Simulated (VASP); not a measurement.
# PtSe2 in VASP: further runs

PtSe2 is run at these levels: LDA; tasks: single point, relaxation of the atoms.

Everything below comes from runs of VASP 6.6.1. Logs are shortened: lines on timing, memory, paths and dates and some standing lists are left out, and cuts for length are marked.

## (1) The cell of the first run

The cell holds a slab with vacuum, 3 atoms: a = 3.730 Å, b = 3.730 Å, c = 20.000 Å, α = 90.00°, β = 90.00°, γ = 120.00°.

## (2) Single point, LDA

Contents of INCAR:

```
ALGO = Normal
EDIFF = 1E-6
ENCUT = 520
ISIF = 2
ISMEAR = 0
LASPH = T
LCHARG = T
LELF = T
LREAL = F
LVHAR = T
LWAVE = F
NBANDS = 18
NELM = 60
PREC = Accurate
SIGMA = 0.01
```

Contents of KPOINTS:

```
k-points
0
Gamma
  12 12 1
```

Contents of POSCAR:

```
PtSe2
1.0
    3.7300000000      0.0000000000      0.0000000000
   -1.8650000000      3.2302747561      0.0000000000
    0.0000000000      0.0000000000     20.0000000000
Pt Se
1 2
Direct
    0.0000000000      0.0000000000      0.5000000000
    0.3333333333      0.6666666667      0.5628939299
    0.6666666667      0.3333333333      0.4371060701
```

Potentials or basis: VASP PAW LDA potentials, release 64 (Pt, Se).

Started as:

```
$ cat potpaw_LDA.64/Pt/POTCAR potpaw_LDA.64/Se/POTCAR > POTCAR
$ mpirun -np 1 vasp_std > vasp.out
```

OUTCAR:

```text
EDIFF = 1E-6
   ENCUT = 520
   ISIF = 2
   ISMEAR = 0
   LASPH = T
   LREAL = F
   NELM = 60
   PREC = Accurate

 ion  position               nearest neighbor table
   1  0.000  0.000  0.500-   2 2.49   3 2.49   2 2.49   3 2.49   3 2.49   2 2.49
   2  0.333  0.667  0.563-   1 2.49   1 2.49   1 2.49
   3  0.667  0.333  0.437-   1 2.49   1 2.49   1 2.49

  LATTYP: Found a hexagonal cell.
 ALAT       =     3.7300000000
 C/A-ratio  =     5.3619302949

  Lattice vectors:

 A1 = (   3.7300000000,   0.0000000000,   0.0000000000)
 A2 = (  -1.8650000000,   3.2302747561,   0.0000000000)
 A3 = (   0.0000000000,   0.0000000000,  20.0000000000)

Analysis of symmetry for initial positions (statically):
=====================================================================
 Subroutine PRICEL returns:
 Original cell was already a primitive cell.

 Routine SETGRP: Setting up the symmetry group for a
 hexagonal supercell.

 Subroutine GETGRP returns: Found 12 space group operations
 (whereof 12 operations were pure point group operations)
 out of a pool of 24 trial point group operations.

The static configuration has the point symmetry D_3d.

Analysis of symmetry for dynamics (positions and initial velocities):
=====================================================================
 Subroutine PRICEL returns:
 Original cell was already a primitive cell.

 Routine SETGRP: Setting up the symmetry group for a
 hexagonal supercell.

 Subroutine GETGRP returns: Found 12 space group operations
 (whereof 12 operations were pure point group operations)
 out of a pool of 24 trial point group operations.

The dynamic configuration has the point symmetry D_3d.

 Subroutine INISYM returns: Found 12 space group operations
 (whereof 12 operations are pure point group operations),
 and found     1 'primitive' translations

----------------------------------------------------------------------------------------

                                     Primitive cell

  volume of cell :     240.9785

  direct lattice vectors                    reciprocal lattice vectors
     3.730000000  0.000000000  0.000000000     0.268096515  0.154785595  0.000000000
    -1.865000000  3.230274756  0.000000000     0.000000000  0.309571190  0.000000000
     0.000000000  0.000000000 20.000000000     0.000000000  0.000000000  0.050000000

[... 69 lines left out ...]
 SYSTEM =  unknown system
   PREC   = accura    normal or accurate (medium, high low for compatibility)
   ISTART =      0    job   : 0-new  1-cont  2-samecut
   ICHARG =      2    charge: 1-file 2-atom 10-const
   ISPIN  =      1    spin polarized calculation?
   LNONCOLLINEAR =      F non collinear calculations
   LSORBIT =      F    spin-orbit coupling
   LASPH  =      T    aspherical Exc in radial PAW
   ENCUT  =  520.0 eV  38.22 Ry    6.18 a.u.   6.94  6.94 37.19*2*pi/ulx,y,z
   NELM   =     60;   NELMIN=  2; NELMDL= -5     # of ELM steps
   EDIFF  = 0.1E-05   stopping-criterion for ELM
   LREAL  =      F    real-space projection
[... 7 lines left out ...]
   TEBEG  =    0.0;   TEEND  =   0.0 temperature during run
   PSTRESS=    0.0 pullay stress
   NELECT =      22.0000    total number of electrons
   NUPDOWN=      -1.0000    fix difference up-down
   EMIN   =  10.00;   EMAX   =-10.00  energy-range for DOS
   EFERMI =   0.00;   METHOD = LEGACY
   ISMEAR =     0;   SIGMA  =   0.01  broadening in eV -4-tet -1-fermi 0-gaus
   EFERMI_NEDOS =   21; number of points for ismear=-14 and -15
   IALGO  =     38    algorithm
   IMIX   =      4    mixing-type and parameters
     AMIX     =   0.40;   BMIX     =  1.00
     AMIX_MAG =   1.60;   BMIX_MAG =  1.00
  volume/ion in A,a.u.               =      80.33       542.07
  Fermi-wavevector in a.u.,A,eV,Ry     =   0.737151  1.393013  7.393286  0.543391
  Thomas-Fermi vector in A             =   1.830763
   LORBIT       =      0    0 simple, 1 ext, 2 COOP (PROOUT), +10 PAW based schemes
   GGA     = CA    functional components
   LHFCALC =     F    Hartree Fock is set to
   AEXX    =    0.0000 exact exchange contribution
   IVDW    =     0    specifies the selected vdW correction
   LEPSILON=     F    determine dielectric tensor
   LRPA    =     F    only Hartree local field effects (RPA)
 non-spin polarized calculation
 Gauss-broadening in eV      SIGMA  =   0.01
  energy-cutoff  :      520.00
  volume of cell :      240.98
 maximum number of plane-waves:      6520
 NGX is ok and might be reduce to    28
   NGX = 13   NGY = 13   NGZ = 75

 number of electron      21.9999998 magnetization

 Free energy of the ion-electron system (eV)
  ---------------------------------------------------
  ext. energy  EPLUGINS =         0.00000000
  ---------------------------------------------------
  free energy    TOTEN  =       -16.79558600 eV

  energy without entropy =      -16.79558600  energy(sigma->0) =      -16.79558600

 E-fermi :  -3.0001     XC(G=0):  -3.4237

 val. band max:       -3.0498404415   @ k =   0.1667   0.1667   0.0000
 cond. band min:      -1.7341457954   @ k =   0.2500  -0.0000   0.0000
 fundamental gap:      1.3156946461
 Fermi energy:        -3.0001008168

 k-point     1 :       0.0000    0.0000    0.0000
  band No.  band energies     occupation
      1     -17.3361      2.00000
      2     -15.2931      2.00000
      3      -8.4962      2.00000
      4      -8.4962      2.00000
      5      -8.2213      2.00000
      6      -6.0595      2.00000
[... 376 lines left out ...]
      5      -8.1578      2.00000
      6      -6.6139      2.00000
[... 10 lines left out ...]
     17       5.6298      0.00000
     18       5.7050      0.00000

------------------------ aborting loop because EDIFF is reached ----------------------------------------

  FORCE on cell =-STRESS in cart. coord.  units (eV):
  Direction    XX          YY          ZZ          XY          YZ          ZX
  --------------------------------------------------------------------------------------
  -------------------------------------------------------------------------------------
  Total       -0.9461888     -0.9461888      0.1014008      0.0000000     -0.0000000      0.0000000
  in kB       -6.2908611     -6.2908611      0.6741769      0.0000000     -0.0000000      0.0000000
  external PRESSURE =      -3.9691818 kB  Pullay stress =       0.0000000 kB

 VOLUME and BASIS-vectors are now :
 -----------------------------------------------------------------------------
  energy-cutoff  :      520.00
  volume of cell :      240.98
      direct lattice vectors                 reciprocal lattice vectors
     3.730000000  0.000000000  0.000000000     0.268096515  0.154785595  0.000000000
    -1.865000000  3.230274756  0.000000000     0.000000000  0.309571190  0.000000000
     0.000000000  0.000000000 20.000000000     0.000000000  0.000000000  0.050000000

 POSITION                                       TOTAL-FORCE (eV/Angst)
 -----------------------------------------------------------------------------------
      0.00000      0.00000     10.00000        -0.000000      0.000000      0.000000
     -0.00000      2.15352     11.25788         0.000000      0.000000      0.045310
      1.86500      1.07676      8.74212        -0.000000      0.000000     -0.045310
 -----------------------------------------------------------------------------------
    total drift:                               -0.000000     -0.000000      0.000000

  FREE ENERGIE OF THE ION-ELECTRON SYSTEM (eV)
  ---------------------------------------------------
  free  energy   TOTEN  =       -16.7955860019 eV

  energy  without entropy=      -16.7955860019  energy(sigma->0) =      -16.79558600
```

Run time: 76 s. Hardware: 1 thread of Intel Xeon Platinum 8488C (Sapphire Rapids), shared host; peak memory 0.3 GiB.

What came out:

* Free energy: -16.7956 eV
* Largest force: 0.045 eV/Å
* Band gap on the k mesh: 1.32 eV (least direct gap 1.46 eV)

Forces on the atoms (eV/Å):
```
Pt   0.000  0.000  0.000
Se   0.000  0.000  0.045
Se   0.000  0.000 -0.045
```

Caveat: there is no dipole correction, which matters where the two faces differ; spin-orbit coupling is left out, which moves the levels of the heavy elements.

## (3) Relaxation of the atoms, LDA

Contents of INCAR:

```
PREC = Accurate
ENCUT = 520
EDIFF = 1E-6
ISMEAR = 0
SIGMA = 0.01
LREAL = F
LASPH = T
NELM = 60
ALGO = Normal
ISIF = 2
LWAVE = F
LCHARG = F
GGA = CA
IBRION = 2
NSW = 60
EDIFFG = -0.001
```

Contents of KPOINTS:

```
Automatic mesh
0
Gamma
  12 12 1
```

Contents of POSCAR:

```
PtSe2
1.0
    3.7300000000      0.0000000000      0.0000000000
   -1.8650000000      3.2302747561      0.0000000000
    0.0000000000      0.0000000000     20.0000000000
Pt Se
1 2
Direct
    0.0000000000      0.0000000000      0.5000000000
    0.3333333333      0.6666666667      0.5627500000
    0.6666666667      0.3333333333      0.4372500000
```

Potentials or basis: VASP PAW LDA potentials, release 64 (Pt, Se).

Started as:

```
$ cat potpaw_LDA.64/Pt/POTCAR potpaw_LDA.64/Se/POTCAR > POTCAR
$ mpirun -np 1 vasp_std > vasp.out
```

Wall time 94 s (1 thread of Intel Xeon 6975P-C (Granite Rapids), shared host); peak memory 0.3 GiB.

Results (log left out):

```yaml
Free_energy: -16.7958 eV
Energy_gained_by_relaxing: 0.2 meV/atom
Ionic_steps: 3
Band_gap_on_the_k_mesh: 1.32 eV (least direct gap 1.46 eV)
```

The path:
```
step  energy change (eV)  largest force (eV/Å)  pressure (GPa)
   1              0.0000                0.0807           -0.34
   2             -0.0004                0.0334           -0.42
   3             -0.0005                0.0002           -0.47
```

Final structure:
```
Pt Se
1.0
     3.73000    0.00000    0.00000
    -1.86500    3.23027    0.00000
     0.00000    0.00000   20.00000
Pt Se
1 2
Direct
  0.00000 0.00000 0.50000
  0.33333 0.66667 0.56308
  0.66667 0.33333 0.43692
```

Levels at points of the mesh, in eV from the valence-band top:
| k point | band 8 | band 9 | band 10 | band 11 | band 12 | band 13 | band 14 | band 15 |
| --- | --- | --- | --- | --- | --- | --- | --- | --- |
| (0.00, 0.00, 0.00) | -1.16 | -0.62 | -0.10 | -0.10 | 3.04 | 3.04 | 4.55 | 5.20 |
| (0.50, 0.00, 0.00) | -2.41 | -2.05 | -2.03 | -1.37 | 2.40 | 2.80 | 4.70 | 6.07 |

Caveat: there is no dipole correction, which matters where the two faces differ; spin-orbit coupling is left out, which moves the levels of the heavy elements.
